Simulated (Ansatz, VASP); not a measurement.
## Two plane-wave programs on BaTiO3

```
Ba Ti O
1.0
     3.99397    0.00000    0.00000
     0.00000    3.99397    0.00000
     0.00000    0.00000    3.99410
Ba Ti O
1 1 3
Direct
  0.00000 0.00000 0.00000
  0.55421 0.55421 0.55421
  0.50000 0.50000 0.00000
  0.50000 0.00000 0.50000
  0.00000 0.50000 0.50000
```

Alike in both runs: task single point; functional r2SCAN; k mesh 8 × 8 × 8; occupations gaussian, width 0.05 eV; no spin polarisation.

|  | VASP | Ansatz |
| --- | --- | --- |
| version | VASP 6.6.1 | Ansatz 0.2.0 |
| potentials or method | VASP PAW PBE potentials, release 64 (Ba_sv, Ti_sv, O), cutoff 520 eV | scalar-relativistic, plane waves, PAW |
| valence electrons in the cell | 40 | 40 |

```tsv
	VASP	Ansatz	Ansatz less VASP
gap on the k mesh at the Fermi level (eV)	3.62	3.67	+0.042
least direct gap on the mesh (eV)	4.22	4.22	+0.002
pressure (GPa)	10.1	7.9	-2.15
traceless stress, the component that is largest in VASP (GPa)	1.29	1.40	+0.113
rms of the force components (eV/Å)	0.978	0.908	-0.0705
```

VASP's potentials were made for PBE, not for r2SCAN. Atom by atom the forces differ by 0.091 eV/Å (rms over components). Ansatz's warnings: near symmetry operations not taken.

Neither program's run includes spin-orbit coupling.
